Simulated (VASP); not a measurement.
**Bi2TeSe2: single point with PBEsol**

Crystal: Bi2TeSe2.

```
CELL_PARAMETERS angstrom
2.15425 1.24375 9.71233
-2.15425 1.24375 9.71233
0.00000 -2.48751 9.71233
ATOMIC_POSITIONS crystal
Bi 0.39806 0.39806 0.39806
Bi 0.60194 0.60194 0.60194
Te 0.00000 0.00000 0.00000
Se 0.21160 0.21160 0.21160
Se 0.78840 0.78840 0.78840
```

This cell differs from its parent crystal: strain +0.030 along x and y, +0.000 along z.

```
Program                : VASP 6.6.1
Task                   : single point
Functional             : PBEsol
Potentials or basis    : VASP PAW PBE potentials, release 64 (Bi_d, Te, Se)
Cutoff                 : 520 eV
k mesh                 : 12 × 12 × 12
Occupations            : gaussian, width 0.05 eV
Spin                   : no spin polarisation
Dipole correction      : no
Further INCAR settings : ALGO = Normal; EDIFF = 1e-06; NBANDS = 32
```

| Quantity | Value |
| --- | --- |
| Pressure | -1.6 GPa |
| Largest force | 1.660 eV/Å |
| Band gap on the k mesh | 0.37 eV |

Forces on the atoms (eV/Å):
```
Bi   0.000  0.000  1.660
Bi   0.000  0.000 -1.660
Te   0.000  0.000  0.000
Se   0.000  0.000  0.804
Se   0.000  0.000 -0.804
```

Stress tensor (GPa, compression positive):
```
-1.96  0.00  0.00
 0.00 -1.96  0.00
 0.00  0.00 -0.83
```

Levels at points of the mesh, in eV from the valence-band top:
| k point | band 20 | band 21 | band 22 | band 23 | band 24 | band 25 | band 26 | band 27 | band 28 | band 29 |
| --- | --- | --- | --- | --- | --- | --- | --- | --- | --- | --- |
| (0.00, 0.00, 0.00) | -1.37 | -1.37 | -0.79 | -0.79 | 0.00 | 0.37 | 1.03 | 1.03 | 2.21 | 2.69 |
| (0.50, 0.00, 0.00) | -2.50 | -2.37 | -1.75 | -0.76 | -0.33 | 0.95 | 1.57 | 2.87 | 3.58 | 3.68 |
| (0.50, 0.50, 0.00) | -1.99 | -1.60 | -1.52 | -1.28 | -0.58 | 1.57 | 1.90 | 2.14 | 3.30 | 3.42 |
| (0.50, 0.50, 0.50) | -1.16 | -1.16 | -1.05 | -1.05 | -0.38 | 0.92 | 1.30 | 1.30 | 1.85 | 2.41 |

Wall time 6.9 min on 1 × NVIDIA H100 80GB with 1 thread of AMD EPYC 7R13 Processor (Zen 3), on a shared host, peak memory 2.4 GiB.

Caveat: the cell differs from its parent crystal (strain +0.030 along x and y, +0.000 along z); the PAW data sets were made with another functional, which shifts forces and pressure a little; spin-orbit coupling is left out, which moves the levels of the heavy elements. A k mesh can miss the band edges.
